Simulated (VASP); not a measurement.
# Lu in VASP: a series of runs

Aim: see how the results for Lu move with the level of theory and the settings. Levels: PBE+D3(BJ), PBEsol. Tasks: elastic constants, single point.

Everything below comes from runs of VASP 6.6.1. Logs are shortened: lines on timing, memory, paths and dates and some standing lists are left out, and cuts for length are marked.

### 1 The cell of the first run

The structure is cubic, space group Im-3m (No. 229). The conventional cell has a = 3.908 Å, b = 3.908 Å, c = 3.908 Å, α = 90.00°, β = 90.00°, γ = 90.00°. Lu (site symmetry m-3m) has 14 Lu at 3.38 to 3.91 Å within 4.4 Å.

This isn't the form of Lu at room conditions, which is hcp.

### 2 Elastic constants, PBE+D3(BJ)

INCAR

```
SYSTEM = Lu
  ALGO = Normal
  EDIFF = 1E-8
  ENCUT = 600
  GGA = PE
  GGA_COMPAT = .False.
  IBRION = 6
  ISIF = 3
  ISMEAR = 0
  IVDW = 12
  LASPH = .True.
  LCHARG = .False.
  LREAL = .False.
  LWAVE = .False.
  NBANDS = 18
  NELM = 120
  NFREE = 2
  NSW = 1
  POTIM = 0.015
  PREC = Accurate
  SIGMA = 0.15
```

KPOINTS

```
k-points
0
Gamma
  8 8 8
  0 0 0
```

POSCAR

```
Lu
1.0
   -1.9541071100      1.9541071100      1.9541071100
    1.9541071100     -1.9541071100      1.9541071100
    1.9541071100      1.9541071100     -1.9541071100
Lu
1
Direct
    0.0000000000      0.0000000000      0.0000000000
```

Potentials or basis: VASP PAW PBE potentials, release 64 (Lu).

On the command line:

```bash
$ cat potpaw_PBE.64/Lu/POTCAR > POTCAR
$ mpirun -np 1 vasp_std > vasp.out
```

OUTCAR:

```text
SYSTEM = Lu
   EDIFF = 1E-8
   ENCUT = 600
   GGA = PE
   IBRION = 6
   ISIF = 3
   ISMEAR = 0
   IVDW = 12
   LASPH = .True.
   LREAL = .False.
   NELM = 120
   NFREE = 2
   NSW = 1
   POTIM = 0.015
   PREC = Accurate
 IVDW          = 12

 ion  position               nearest neighbor table
   1  0.000  0.000  0.000-

  LATTYP: Found a body centered cubic cell.
 ALAT       =     3.9082142200

  Lattice vectors:

 A1 = (  -1.9541071100,   1.9541071100,   1.9541071100)
 A2 = (   1.9541071100,  -1.9541071100,   1.9541071100)
 A3 = (   1.9541071100,   1.9541071100,  -1.9541071100)

Analysis of symmetry for initial positions (statically):
=====================================================================
 Subroutine PRICEL returns:
 Original cell was already a primitive cell.

 Routine SETGRP: Setting up the symmetry group for a
 body centered cubic supercell.

 Subroutine GETGRP returns: Found 48 space group operations
 (whereof 48 operations were pure point group operations)
 out of a pool of 48 trial point group operations.

The static configuration has the point symmetry O_h .

Analysis of symmetry for dynamics (positions and initial velocities):
=====================================================================
 Subroutine PRICEL returns:
 Original cell was already a primitive cell.

 Routine SETGRP: Setting up the symmetry group for a
 body centered cubic supercell.

 Subroutine GETGRP returns: Found 48 space group operations
 (whereof 48 operations were pure point group operations)
 out of a pool of 48 trial point group operations.

The dynamic configuration has the point symmetry O_h .

 Subroutine INISYM returns: Found 48 space group operations
 (whereof 48 operations are pure point group operations),
 and found     1 'primitive' translations

----------------------------------------------------------------------------------------

[... 334 lines left out ...]
--------------------------------------- Ionic step       15  -------------------------------------------

 number of electron      24.9999999 magnetization

 Free energy of the ion-electron system (eV)
  ---------------------------------------------------
  ext. energy  EPLUGINS =         0.00000000
  ---------------------------------------------------
  free energy    TOTEN  =        -4.39353423 eV

  energy without entropy =       -4.36841049  energy(sigma->0) =       -4.38097236

 E-fermi :   2.2673     XC(G=0): -10.5557

 val. band max:        2.2052637081   @ k =   0.2500   0.2500   0.1250
 cond. band min:       2.2925431647   @ k =   0.3750   0.2500  -0.0000
 fundamental gap:      0.0872794566
 Fermi energy:         2.2672750199

 k-point     1 :       0.0000    0.0000    0.0000
  band No.  band energies     occupation
      1     -54.1767      2.00000
      2     -24.6085      2.00000
      3     -24.6085      2.00000
      4     -24.6085      2.00000
      5      -3.8175      2.00000
      6      -2.9267      2.00000
[... 481 lines left out ...]
      5      -2.9136      2.00000
      6      -2.8947      2.00000
[... 10 lines left out ...]
     17       7.5598      0.00000
     18      12.0074      0.00000

 [... further k-points ...]

------------------------ aborting loop because EDIFF is reached ----------------------------------------

 Edisp (eV)   -0.34387

 E8    (eV) :    -0.1800
[... 24 lines left out ...]
  FREE ENERGIE OF THE ION-ELECTRON SYSTEM (eV)
  ---------------------------------------------------
  free  energy   TOTEN  =        -4.7374063375 eV

  energy  without entropy=       -4.7122825956  energy(sigma->0) =       -4.72484447

 INTERNAL STRAIN TENSORS FROM STRAINED CELLS
 ============================================

 INTERNAL STRAIN TENSOR FOR ION    1 for displacements in x,y,z  (eV/Angst):
          X           Y           Z          XY          YZ          ZX
  --------------------------------------------------------------------------------
  x     0.00000     0.00000    -0.00000     0.00000    -0.00000     0.00000
  y    -0.00000    -0.00000    -0.00000    -0.00000    -0.00000    -0.00000
  z     0.00000    -0.00000     0.00000     0.00000    -0.00000    -0.00000

 INTERNAL STRAIN TENSORS FROM DISPLACED ATOMS
 ============================================

 INTERNAL STRAIN TENSOR FOR ION    1 for displacements in x,y,z  (eV/Angst):
          X           Y           Z          XY          YZ          ZX
  --------------------------------------------------------------------------------
  x     0.00000     0.00000     0.00000     0.00000     0.00000     0.00000
  y     0.00000     0.00000     0.00000     0.00000     0.00000     0.00000
  z     0.00000     0.00000     0.00000     0.00000     0.00000     0.00000

 Eigenvectors and eigenvalues of the dynamical matrix
 ----------------------------------------------------

   1 f/i=    0.000000 THz     0.000000 2PiTHz    0.000000 cm-1     0.000000 meV
             X         Y         Z           dx          dy          dz
      0.000000  0.000000  0.000000     0.099504    0.995037    0.000000

   2 f/i=    0.000000 THz     0.000000 2PiTHz    0.000000 cm-1     0.000000 meV
             X         Y         Z           dx          dy          dz
      0.000000  0.000000  0.000000     0.995037   -0.099504    0.000000

   3 f/i=    0.000000 THz     0.000000 2PiTHz    0.000000 cm-1     0.000000 meV
             X         Y         Z           dx          dy          dz
      0.000000  0.000000  0.000000     0.000000    0.000000    1.000000

--------------------------------------------------------------------------------------------------------

 ELASTIC MODULI CONTR FROM IONIC RELAXATION (kBar)
 Direction    XX          YY          ZZ          XY          YZ          ZX
 --------------------------------------------------------------------------------
 XX           0.0000      0.0000      0.0000      0.0000      0.0000      0.0000
 YY           0.0000      0.0000      0.0000      0.0000      0.0000      0.0000
 ZZ           0.0000      0.0000      0.0000      0.0000      0.0000      0.0000
 XY           0.0000      0.0000      0.0000      0.0000      0.0000      0.0000
 YZ           0.0000      0.0000      0.0000      0.0000      0.0000      0.0000
 ZX           0.0000      0.0000      0.0000      0.0000      0.0000      0.0000
 --------------------------------------------------------------------------------

 TOTAL ELASTIC MODULI (kBar)
 Direction    XX          YY          ZZ          XY          YZ          ZX
 --------------------------------------------------------------------------------
 XX         316.2321    446.7903    446.7903      0.0000     -0.0000      0.0000
 YY         446.7903    316.2321    446.7903      0.0000      0.0000      0.0000
 ZZ         446.7903    446.7903    316.2321      0.0000     -0.0000     -0.0000
 XY           0.0000      0.0000      0.0000    253.7158      0.0000      0.0000
 YZ          -0.0000      0.0000     -0.0000      0.0000    253.7158      0.0000
 ZX           0.0000      0.0000     -0.0000      0.0000      0.0000    253.7158
 --------------------------------------------------------------------------------
```

Wall time 8.8 min (1 thread of AMD EPYC 7R13 (Zen 3), shared host); peak memory 0.28 GiB.

What came out:

* Elastic constants C11, C12, C44: 32, 45, 25 GPa
* Voigt bulk modulus: 40 GPa
* Dispersion energy per atom: -0.344 eV

Elastic tensor in Voigt notation (GPa, in the Cartesian axes of the cell as first typed):
```
32 45 45  0  0  0
45 32 45  0  0  0
45 45 32  0  0  0
 0  0  0 25  0  0
 0  0  0  0 25  0
 0  0  0  0  0 25
```

Clamped-ion elastic tensor (GPa):
```
32 45 45  0  0  0
45 32 45  0  0  0
45 45 32  0  0  0
 0  0  0 25  0  0
 0  0  0  0 25  0
 0  0  0  0  0 25
```

Caveat: the cell is under stress, which shifts elastic constants; three body term missing; the elastic tensor has a negative eigenvalue, so either the cell is unstable as it stands or the mesh is too thin; spin-orbit coupling is left out, which moves the levels of the heavy elements.

### 3 Single point, PBEsol (the cell strained at random)

POSCAR

```
Lu
1.0
   -1.9493910000      1.9662340000      1.9244200000
    1.9505190000     -1.9992570000      1.9585710000
    1.9378710000      1.9877370000     -1.9574420000
Lu
1
Direct
    0.0000000000      0.0000000000      0.0000000000
```

INCAR.step1

```
PREC = Accurate ; ENCUT = 520
EDIFF = 1E-6 ; ISMEAR = 1
SIGMA = 0.15 ; LREAL = False
LASPH = True ; NELM = 100
ALGO = Normal ; ISIF = 2
LWAVE = False ; LCHARG = True
GGA = PS ; NBANDS = 18
```

KPOINTS.step1

```
regular mesh
0
Gamma
  7 7 7
```

INCAR.step2

```
PREC = Accurate ; ENCUT = 520
EDIFF = 1E-6 ; ISMEAR = -5
SIGMA = 0.15 ; LREAL = False
LASPH = True ; NELM = 100
ALGO = Normal ; ISIF = 2
LWAVE = False ; LCHARG = False
GGA = PS ; LORBIT = 10
NBANDS = 18 ; NEDOS = 1001
ICHARG = 11
```

KPOINTS.step2

```
regular mesh
0
Gamma
  11 11 11
```

Potentials or basis: VASP PAW PBE potentials, release 64 (Lu).

On the command line:

```bash
$ cat potpaw_PBE.64/Lu/POTCAR > POTCAR
$ cp INCAR.step1 INCAR
$ cp KPOINTS.step1 KPOINTS
$ mpirun -np 1 vasp_std > vasp.out
$ cp INCAR.step2 INCAR
$ cp KPOINTS.step2 KPOINTS
$ mpirun -np 1 vasp_std > vasp.out
```

Run time: 6.5 min. Hardware: 1 thread of Intel Xeon 8259CL, shared host; peak memory 0.46 GiB.

The run converged. Its results:

```yaml
Valence_electrons_inside_the_program's_atomic_spheres: Lu 23.10
```

Levels at points of the mesh, in eV from the Fermi level:
```tsv
k point	band 8	band 9	band 10	band 11	band 12	band 13	band 14	band 15	band 16	band 17
(0.00, 0.00, 0.00)	-5.19	-5.11	-5.10	-5.10	-5.08	1.94	1.99	2.21	4.16	4.37
```

Caveat: the cell differs from its parent crystal (the cell strained at random); the PAW data sets were made with another functional, which shifts forces and pressure a little; spin-orbit coupling is left out, which moves the levels of the heavy elements; tetrahedron occupations give inexact forces and stress in metals.
